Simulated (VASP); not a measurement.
Write the native input for VASP 6.6.1 that does the following.

- Task: single point
- Functional: PBE
- Potentials or basis: VASP PAW PBE potentials, release 64 (Si, Hg)
- Cutoff: 500 eV
- k mesh: 4 × 4 × 4
- Occupations: gaussian, width 0.1 eV
- Spin: no spin polarisation
- Dipole correction: no
- Further INCAR settings: ALGO = Normal; EDIFF = 1e-06; NBANDS = 22

The structure of Si4Hg lies in POSCAR:

```
Si4Hg
1.0
    3.8594602966      0.0000000000      0.0000000000
    0.0000000000      3.8594602966      0.0000000000
    0.0000000000      0.0000000000      5.9820192873
Si Hg
4 1
Direct
    0.0000000000      0.5000000000      0.5000000000
    0.5000000000      0.0000000000      0.5000000000
    0.5000000000      0.5000000000      0.7866469604
    0.5000000000      0.5000000000      0.2133530396
    0.0000000000      0.0000000000      0.0000000000
```

The cell was built from a structure type or drawn by symmetry, and may not be a known phase.

One way to write it, as run:

INCAR

```
SYSTEM = Si4Hg
PREC = Accurate ; ENCUT = 500
EDIFF = 1E-6 ; ISMEAR = 0
SIGMA = 0.1 ; LREAL = .False.
LASPH = .True. ; NELM = 120
ALGO = Normal ; ISIF = 2
LWAVE = .False. ; LCHARG = .False.
GGA = PE ; NBANDS = 22
GGA_COMPAT = .False.
```

KPOINTS

```
regular mesh
0
Gamma
  4 4 4
  0 0 0
```

Potentials or basis: VASP PAW PBE potentials, release 64 (Si, Hg).

The run is started by

```bash
$ cat potpaw_PBE.64/Si/POTCAR potpaw_PBE.64/Hg/POTCAR > POTCAR
$ mpirun -np 1 vasp_std > vasp.out
```

It gave:

- Pressure: 0.2 GPa
- Largest force: 0.025 eV/Å
- Band gap on the k mesh: zero (bands 14 and 15 overlap by 3.18 eV)

Caveat: the k points lie up to 0.41 Å⁻¹ apart, too coarse for converged energies and pressures of a metal; spin-orbit coupling is left out, which moves the levels of the heavy elements.

Run time: 17 s on 1 thread of AMD EPYC 9R45 96-Core Processor (Zen 5), on a shared host, peak memory 0.16 GiB.
